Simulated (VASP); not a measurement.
Wanted: the native input for a VASP 6.6.1 run.

```yaml
Task: single point
Functional: PBE
Dispersion: D3(BJ)
Potentials_or_basis: VASP PAW PBE potentials, release 64 (Rh_pv, Se)
Cutoff: 400 eV
k_mesh: 2 × 3 × 1
Occupations: gaussian, width 0.05 eV
Spin: no spin polarisation
Dipole_correction: no
Further_INCAR_settings: ALGO = Normal; EDIFF = 1e-06; NBANDS = 137; NELMDL = -8
```

The structure of Rh16Se lies in POSCAR:

```
Rh16Se
1.0
    7.6000000000      0.0000000000      0.0000000000
    0.0000000000      5.3740120000      0.0000000000
    0.0000000000      0.0000000000     17.0305090000
Rh Se
16 1
Direct
    0.2500000000      0.2500000000      0.0587182098
    0.7500000000      0.2500000000      0.0587182098
    0.2500000000      0.7500000000      0.0587182098
    0.7500000000      0.7500000000      0.0587182098
    0.0027322368      0.0023360573      0.1279485540
    0.4972698684      0.0023345687      0.1279669915
    0.0054859211      0.5029607303      0.1329467017
    0.4945126316      0.5029573808      0.1329307304
    0.2500006579      0.2518401522      0.2171661458
    0.7499969737      0.2563152073      0.2075558047
    0.2500084211      0.7490344272      0.2138262573
    0.7499975000      0.7563077641      0.2101840879
   -0.0153790789      0.0098470193      0.2878878723
    0.5153675000      0.0098393900      0.2878950359
   -0.0140973684      0.5047002128      0.2871119119
    0.5140940789      0.5046896062      0.2870959406
    0.2499865789      0.8745002802      0.3525016193
```

The input as run:

INCAR

```
ALGO     = Normal         # electronic algorithm
EDIFF    = 1E-6           # SCF threshold, eV
ENCUT    = 400            # plane-wave cutoff, eV
GGA      = PE             # functional
GGA_COMPAT= F            
ISIF     = 2              # what is computed and relaxed
ISMEAR   = 0              # smearing method
IVDW     = 12             # dispersion correction
LASPH    = T              # aspherical terms in the spheres
LCHARG   = F              # write CHGCAR
LREAL    = F              # projectors in reciprocal space
LWAVE    = F              # write WAVECAR
NBANDS   = 137            # bands
NELM     = 120            # most SCF steps
NELMDL   = -8           
PREC     = Accurate       # precision mode
SIGMA    = 0.05           # smearing width, eV
```

KPOINTS

```
k-points
0
Gamma
  2 3 1
```

Potentials or basis: VASP PAW PBE potentials, release 64 (Rh_pv, Se).

The run is started by

```console
$ cat potpaw_PBE.64/Rh_pv/POTCAR potpaw_PBE.64/Se/POTCAR > POTCAR
$ mpirun -np 1 vasp_std > vasp.out
```

It gave:

- Largest force: 0.485 eV/Å
- Band gap on the k mesh: zero (bands 123 and 124 overlap by 0.33 eV)
- Dispersion energy per atom: -0.392 eV

Caveat: the k points lie up to 0.41 Å⁻¹ apart.

Run time: 17 min on 1 thread of Intel(R) Xeon(R) Platinum 8375C CPU @ 2.90GHz (Ice Lake), on a shared host, peak memory 0.57 GiB.
